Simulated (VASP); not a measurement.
# Zr (R-3m) in VASP: further runs, part 2 of 2

VASP 6.6.1. The steps go on from the part before.

### Step 4. Single point, PBE

This run uses another cell than the first one, of the same volume but with other edges.

File INCAR:

```
  PREC = Accurate
  ENCUT = 520
  EDIFF = 1E-7
  ISMEAR = 0
  SIGMA = 0.15
  LREAL = False
  LASPH = True
  NELM = 60
  ALGO = Fast
  ISIF = 2
  LWAVE = False
  LCHARG = False
  GGA = PE
  NBANDS = 12
```

File KPOINTS:

```
Automatic mesh
0
Gamma
  20 20 20
```

File POSCAR:

```
Zr
1.0
   -0.1078099913      2.2024041080      2.2024041080
    2.2024041080     -0.1078099913      2.2024041080
    2.2024041080      2.2024041080     -0.1078099913
Zr
1
Direct
    0.0000000000      0.0000000000      0.0000000000
```

Potentials or basis: VASP PAW PBE potentials, release 64 (Zr_sv).

Launch:

```
cat potpaw_PBE.64/Zr_sv/POTCAR > POTCAR
mpirun -np 1 vasp_std > vasp.out
```

OUTCAR:

```text
PREC = Accurate
   ENCUT = 520
   EDIFF = 1E-7
   ISMEAR = 0
   LREAL = False
   LASPH = True
   NELM = 60
   ISIF = 2
   GGA = PE

 ion  position               nearest neighbor table
   1  0.000  0.000  0.000-

  LATTYP: Found a trigonal (rhomboedric) cell.
 ALAT       =     3.1165350478
 COS(alpha) =     0.4505091948

  Lattice vectors:

 A1 = (  -0.1078099913,   2.2024041080,   2.2024041080)
 A2 = (   2.2024041080,  -0.1078099913,   2.2024041080)
 A3 = (   2.2024041080,   2.2024041080,  -0.1078099913)

[... 530 lines left out ...]
      4     -17.1715      2.00000
      5       5.9675      2.00000
      6       9.2508      0.05453
      7       9.5707      0.00000
      8      10.6596      0.00000
      9      13.3072      0.00000
     10      13.8144      0.00000
     11      19.0208      0.00000
     12      21.1837      0.00000

 [... further k-points ...]
[... 5 lines left out ...]
  --------------------------------------------------------------------------------------
  -------------------------------------------------------------------------------------
  Total        0.1754118      0.1754118      0.1754118      0.3580150      0.3580150      0.3580150
  in kB       12.2546147     12.2546147     12.2546147     25.0116435     25.0116435     25.0116435
  external PRESSURE =      12.2546147 kB  Pullay stress =       0.0000000 kB

 VOLUME and BASIS-vectors are now :
 -----------------------------------------------------------------------------
  energy-cutoff  :      520.00
  volume of cell :       22.93
      direct lattice vectors                 reciprocal lattice vectors
    -0.107809991  2.202404108  2.202404108    -0.211000010  0.221860304  0.221860304
     2.202404108 -0.107809991  2.202404108     0.221860304 -0.211000010  0.221860304
     2.202404108  2.202404108 -0.107809991     0.221860304  0.221860304 -0.211000010

 POSITION                                       TOTAL-FORCE (eV/Angst)
 -----------------------------------------------------------------------------------
      0.00000      0.00000      0.00000        -0.000000      0.000000      0.000000
 -----------------------------------------------------------------------------------
    total drift:                                0.000000      0.000000      0.000000

  FREE ENERGIE OF THE ION-ELECTRON SYSTEM (eV)
  ---------------------------------------------------
  free  energy   TOTEN  =        -8.4629250339 eV

  energy  without entropy=       -8.4460994919  energy(sigma->0) =       -8.45451226
```

OSZICAR:

```text
N       E                     dE             d eps       ncg     rms          rms(c)
DAV:   1     0.870893738995E+02    0.87089E+02   -0.68975E+03 18804   0.995E+02
DAV:   2    -0.572043556031E+01   -0.92810E+02   -0.90170E+02 21584   0.270E+02
DAV:   3    -0.872121041006E+01   -0.30008E+01   -0.29622E+01 28292   0.410E+01
[... 11 lines left out ...]
RMM:  15    -0.846292390798E+01   -0.28690E-05   -0.27168E-05 24885   0.623E-02    0.242E-03
RMM:  16    -0.846292470760E+01   -0.79962E-06   -0.50572E-06 28348   0.198E-02    0.177E-03
RMM:  17    -0.846292493124E+01   -0.22364E-06   -0.22588E-06 25489   0.991E-03    0.895E-04
RMM:  18    -0.846292496034E+01   -0.29103E-07   -0.11074E-06 18989   0.557E-03    0.399E-04
RMM:  19    -0.846292503390E+01   -0.73556E-07   -0.61901E-07 16441   0.353E-03
   1 F= -.84629250E+01 E0= -.84545123E+01  d E =-.168255E-01
```

stdout:

```text
POSCAR found type information on POSCAR Zr
 POSCAR found :  1 types and       1 ions
 scaLAPACK will be used
 LDA part: xc-table for (Slater+PW92), standard interpolation
 POSCAR, INCAR and KPOINTS ok, starting setup
 FFT: planning ... GRIDC
 FFT: planning ... GRID_SOFT
 FFT: planning ... GRID
 WAVECAR not read
 entering main loop
WARNING in EDDRMM: call to ZHEGV failed, returncode =   8  4      5
WARNING in EDDRMM: call to ZHEGV failed, returncode =   8  4      5
WARNING in EDDRMM: call to ZHEGV failed, returncode =   6  3     11
WARNING in EDDRMM: call to ZHEGV failed, returncode =   8  4      9
WARNING in EDDRMM: call to ZHEGV failed, returncode =   8  4      6
WARNING in EDDRMM: call to ZHEGV failed, returncode =   6  3      9
WARNING in EDDRMM: call to ZHEGV failed, returncode =   6  3      6
WARNING in EDDRMM: call to ZHEGV failed, returncode =   6  3      8
WARNING in EDDRMM: call to ZHEGV failed, returncode =   6  3      8
WARNING in EDDRMM: call to ZHEGV failed, returncode =   6  3     10
[... 15 lines left out ...]
WARNING in EDDRMM: call to ZHEGV failed, returncode =   6  3      8
WARNING in EDDRMM: call to ZHEGV failed, returncode =   6  3      8
WARNING in EDDRMM: call to ZHEGV failed, returncode =   6  3      8
WARNING in EDDRMM: call to ZHEGV failed, returncode =   6  3     10
WARNING in EDDRMM: call to ZHEGV failed, returncode =   8  4      6
WARNING in EDDRMM: call to ZHEGV failed, returncode =   6  3      5
WARNING in EDDRMM: call to ZHEGV failed, returncode =   8  4     11
WARNING in EDDRMM: call to ZHEGV failed, returncode =   6  3      6
WARNING in EDDRMM: call to ZHEGV failed, returncode =   8  4     10
WARNING in EDDRMM: call to ZHEGV failed, returncode =   6  3      9
```

Run time: 2.2 min. Hardware: 1 thread of Intel Xeon Platinum 8488C (Sapphire Rapids), shared host; peak memory 0.31 GiB.

What came out:

```
Free energy            : -8.4629 eV
Pressure               : 1.2 GPa
Band gap on the k mesh : zero (bands 6 and 7 overlap by 1.41 eV)
```

### Step 5. Overview

```csv
cell,further INCAR settings,gap on the mesh (eV),pressure (GPa)
"a = 3.413 Å, angles 52.2°, 1 atom",ALGO = Fast; EDIFF = 1e-07; NBANDS = 12,none,1.2
"a = 4.017 Å, angles 38.9°, 1 atom",ALGO = Fast; EDIFF = 1e-06; NBANDS = 12,none,16.1
"a = 3.117 Å, angles 63.2°, 1 atom",ALGO = Fast; EDIFF = 1e-07; NBANDS = 12,none,1.2
```

Alike in all rows: task single point; level PBE; potentials or basis VASP PAW PBE potentials, release 64 (Zr_sv); no spin polarisation; k mesh 20 × 20 × 20; cutoff (eV) 520; smearing gaussian 0.15 eV.

Caveats: the cell stands under pressure (at least some runs).

Total energies depend on the potentials used, so only differences within one code and one set of settings carry meaning.
